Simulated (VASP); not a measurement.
**Se: relaxation of cell and atoms with r2SCAN**

The system is Se.

```
Se
1.0
     5.57397    0.00000    0.00000
    -2.78698    4.82720    0.00000
     0.00000    0.00000    3.41708
Se
3
Direct
  0.00000 0.00000 0.00000
  0.33333 0.66667 0.50000
  0.66667 0.33333 0.50000
```

This isn't the form of Se at room conditions, which is trigonal, of chains.

| Item | Value |
| --- | --- |
| Program | VASP 6.6.1 |
| Task | relaxation of cell and atoms |
| Functional | r2SCAN |
| Potentials or basis | VASP PAW PBE potentials, release 64 (Se) |
| Cutoff | 600 eV |
| k mesh | 6 × 6 × 6 |
| Occupations | gaussian, width 0.1 eV |
| Spin | no spin polarisation |
| Dipole correction | no |
| Further INCAR settings | ALGO = Normal; EDIFF = 1e-07; IBRION = 2; EDIFFG = -0.04; NSW = 90; ISIF = 3 |

* Relaxed volume: 29.76 Å³/atom
* Relaxed cell: a = 6.599 Å, b = 6.599 Å, c = 2.367 Å, α = 90.00°, β = 90.00°, γ = 120.00°
* Space group after relaxing (to 0.1 Å): P6/mmm (No. 191)
* Pressure after relaxing: 0.0 GPa
* Band gap on the k mesh: zero (bands 9 and 10 overlap by 2.13 eV)

Final structure:
```
CELL_PARAMETERS angstrom
6.59941 0.00000 0.00000
-3.29970 5.71525 0.00000
0.00000 0.00000 2.36716
ATOMIC_POSITIONS crystal
Se 0.00000 0.00000 0.00000
Se 0.33333 0.66667 0.50000
Se 0.66667 0.33333 0.50000
```

Levels at points of the mesh, in eV from the Fermi level:
| k point | band 6 | band 7 | band 8 | band 9 | band 10 | band 11 | band 12 | band 13 |
| --- | --- | --- | --- | --- | --- | --- | --- | --- |
| (0.00, 0.00, 0.00) | -3.99 | -3.99 | -1.85 | -1.85 | 4.73 | 9.10 | 9.36 | 9.44 |
| (0.50, 0.00, 0.00) | -3.69 | -2.54 | -2.52 | -2.49 | 5.58 | 7.39 | 7.41 | 7.69 |
| (0.00, 0.00, 0.50) | -6.71 | 0.35 | 0.35 | 0.89 | 0.89 | 1.33 | 1.33 | 6.78 |
| (0.50, 0.00, 0.50) | -6.77 | 0.19 | 0.61 | 0.86 | 0.96 | 1.18 | 1.56 | 7.13 |

It took 36 min on 1 thread of Intel(R) Xeon(R) 6975P-C (Granite Rapids), with other jobs on the host, peak memory 0.27 GiB.

Caveat: a cell axis changed by over 15 % at a fixed basis, so the end point is rough; the PAW data sets were made with another functional, which shifts forces and pressure a little.
